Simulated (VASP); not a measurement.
A run of VASP 6.6.1 is set up as follows.

POSCAR

```
Li2Se
1.0
    0.0000000000      3.0521182207      3.0521182207
    3.0521182207      0.0000000000      3.0521182207
    3.0521182207      3.0521182207      0.0000000000
Li Se
2 1
Direct
    0.2500000000      0.2500000000      0.2500000000
    0.7500000000      0.7500000000      0.7500000000
    0.0000000000      0.0000000000      0.0000000000
```

File INCAR.step1:

```
SYSTEM = Li2Se
PREC     = Accurate       ! precision mode
ENCUT    = 830            ! plane-wave cutoff, eV
ISMEAR   = 0              ! smearing method
SIGMA    = 0.02           ! smearing width, eV
LREAL    = .False.        ! projectors in reciprocal space
LASPH    = .True.         ! aspherical terms in the spheres
NELM     = 120            ! most SCF steps
NBANDS   = 13             ! bands
GGA      = PE             ! functional
ALGO     = Normal         ! electronic algorithm
EDIFF    = 1E-5           ! SCF threshold, eV
LWAVE    = .True.         ! write WAVECAR
LCHARG   = .False.        ! write CHGCAR
GGA_COMPAT= .False.
```

Contents of INCAR.step2:

```
SYSTEM = Li2Se
PREC     = Accurate       ! precision mode
ENCUT    = 830            ! plane-wave cutoff, eV
EDIFF    = 1E-6           ! SCF threshold, eV
ISMEAR   = 0              ! smearing method
SIGMA    = 0.02           ! smearing width, eV
LREAL    = .False.        ! projectors in reciprocal space
LASPH    = .True.         ! aspherical terms in the spheres
NELM     = 120            ! most SCF steps
ALGO     = Normal         ! electronic algorithm
ISIF     = 2              ! what is computed and relaxed
LWAVE    = .False.        ! write WAVECAR
LCHARG   = .False.        ! write CHGCAR
METAGGA  = R2SCAN         ! meta-GGA
LMIXTAU  = .True.       
NBANDS   = 13             ! bands
ISTART   = 1            
GGA_COMPAT= .False.
```

The input KPOINTS:

```
regular mesh
0
Gamma
  8 8 8
  0 0 0
```

Potentials or basis: VASP PAW PBE potentials, release 64 (Li_sv, Se).

The run is started by

```sh
$ cat potpaw_PBE.64/Li_sv/POTCAR potpaw_PBE.64/Se/POTCAR > POTCAR
$ cp INCAR.step1 INCAR
$ mpirun -np 1 vasp_std > vasp.out
$ cp INCAR.step2 INCAR
$ mpirun -np 1 vasp_std > vasp.out
```

(1) What does it give for the pressure?

(2) What does it give for the band gap on the k mesh?

Results:

(1) -2.0 GPa.

(2) 3.49 eV (least direct gap 3.91 eV).

Caveat: the PAW data sets were made with another functional, which shifts forces and pressure a little.
